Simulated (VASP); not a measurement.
Crystal: Te.

```
CELL_PARAMETERS angstrom
2.33625 1.34883 1.71321
-2.33625 1.34883 1.71321
0.00000 -2.69767 1.71321
ATOMIC_POSITIONS crystal
Te 0.50000 0.50000 0.50000
```

Base run:

| Quantity | Value |
| --- | --- |
| Program | VASP 6.6.1 |
| Functional | LDA |
| Potentials or basis | VASP PAW LDA potentials, release 64 (Te) |
| Cutoff | 520 eV |
| k mesh | 9 × 9 × 9 |
| Occupations | fermi-dirac, width 0.05 eV |
| Spin | no spin polarisation |

Its results: band gap on the k mesh zero (band 3 reaches 8.67 eV, above the bottom of band 4 at 4.05 eV); pressure -3.0 GPa.

The run is repeated on the same cell with these changes: functional from LDA to r2SCAN; potentials or basis from VASP PAW LDA potentials, release 64 (Te) to VASP PAW PBE potentials, release 64 (Te). What comes out?

Band gap on the k mesh zero (band 3 reaches 8.84 eV, above the bottom of band 4 at 3.86 eV); pressure -0.2 GPa.

Caveats: spin-orbit coupling is left out, which moves the levels of the heavy elements; the PAW data sets were made with another functional, which shifts forces and pressure a little (some runs).
